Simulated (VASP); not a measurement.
Write the native input for VASP 6.6.1 that does the following.

```yaml
Task: single point
Functional: PBE
Potentials_or_basis: VASP PAW PBE potentials, release 64 (Be, Te)
Cutoff: 600 eV
k_mesh: 8 × 8 × 8
Occupations: gaussian, width 0.02 eV
Spin: no spin polarisation
Dipole_correction: no
Further_INCAR_settings: ALGO = Normal; EDIFF = 1e-06; NBANDS = 11
```

The structure of BeTe (m.b) lies in POSCAR:

```
BeTe
1.0
    0.0000000000      2.8323125523      2.8323125523
    2.8323125523      0.0000000000      2.8323125523
    2.8323125523      2.8323125523      0.0000000000
Be Te
1 1
Direct
    0.0000000000      0.0000000000      0.0000000000
    0.2500000000      0.2500000000      0.2500000000
```

One way to write it, as run:

INCAR

```
ALGO = Normal ; EDIFF = 1E-6
ENCUT = 600 ; GGA = PE
GGA_COMPAT = F ; ISIF = 2
ISMEAR = 0 ; LASPH = T
LCHARG = F ; LREAL = F
LWAVE = F ; NBANDS = 11
NELM = 120 ; PREC = Accurate
SIGMA = 0.02
```

KPOINTS

```
k-points
0
Gamma
  8 8 8
```

Potentials or basis: VASP PAW PBE potentials, release 64 (Be, Te).

Command:

```sh
$ cat potpaw_PBE.64/Be/POTCAR potpaw_PBE.64/Te/POTCAR > POTCAR
$ mpirun -np 1 vasp_std > vasp.out
```

It gave:

The pressure is 0.1 GPa and the band gap on the k mesh is 2.02 eV, indirect (least direct gap 3.62 eV).

Caveat: spin-orbit coupling is left out, which moves the levels of the heavy elements.

Run time: 30 s on 1 thread of Intel Xeon 8259CL, with other jobs on the host, peak memory 0.18 GiB.
